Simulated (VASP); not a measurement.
Wanted: the native input for a VASP 6.6.1 run.

| Property | Result |
| --- | --- |
| Task | single point |
| Functional | r2SCAN |
| Potentials or basis | VASP PAW PBE potentials, release 64 (Ti_sv) |
| Cutoff | 550 eV |
| k mesh | 9 × 9 × 9 |
| Occupations | fermi-dirac, width 0.1 eV |
| Spin | no spin polarisation |
| Dipole correction | no |
| Further INCAR settings | ALGO = Normal; EDIFF = 1e-06; NBANDS = 12 |

Ti:

```
CELL_PARAMETERS angstrom
1.62881 1.62881 1.62881
-1.62881 1.62881 1.62881
-1.62881 -1.62881 1.62881
ATOMIC_POSITIONS crystal
Ti 0.00000 0.00000 0.00000
```

This isn't the form of Ti at room conditions, which is hcp.

One way to write it, as run:

POSCAR

```
Ti
1.0
    1.6288105481      1.6288105481      1.6288105481
   -1.6288105481      1.6288105481      1.6288105481
   -1.6288105481     -1.6288105481      1.6288105481
Ti
1
Direct
    0.0000000000      0.0000000000      0.0000000000
```

INCAR.step1

```
ALGO = Normal
EDIFF = 1E-5
ENCUT = 550
GGA = PE
GGA_COMPAT = F
ISMEAR = -1
LASPH = T
LCHARG = F
LREAL = F
LWAVE = T
NBANDS = 12
NELM = 120
PREC = Accurate
SIGMA = 0.1
```

INCAR.step2

```
ALGO = Normal
EDIFF = 1E-6
ENCUT = 550
GGA_COMPAT = F
ISIF = 2
ISMEAR = -1
ISTART = 1
LASPH = T
LCHARG = F
LMIXTAU = T
LREAL = F
LWAVE = F
METAGGA = R2SCAN
NBANDS = 12
NELM = 120
PREC = Accurate
SIGMA = 0.1
```

KPOINTS

```
k-points
0
Gamma
  9 9 9
```

Potentials or basis: VASP PAW PBE potentials, release 64 (Ti_sv).

Run with:

```console
$ cat potpaw_PBE.64/Ti_sv/POTCAR > POTCAR
$ cp INCAR.step1 INCAR
$ mpirun -np 1 vasp_std > vasp.out
$ cp INCAR.step2 INCAR
$ mpirun -np 1 vasp_std > vasp.out
```

It gave:

- Pressure: 0.3 GPa
- Band gap on the k mesh: zero (bands 6 and 7 overlap by 1.84 eV)

Caveat: the PAW data sets were made with another functional, which shifts forces and pressure a little.

Run time: 51 s on 1 thread of Intel Xeon 8259CL, with other jobs on the host, peak memory 0.14 GiB.
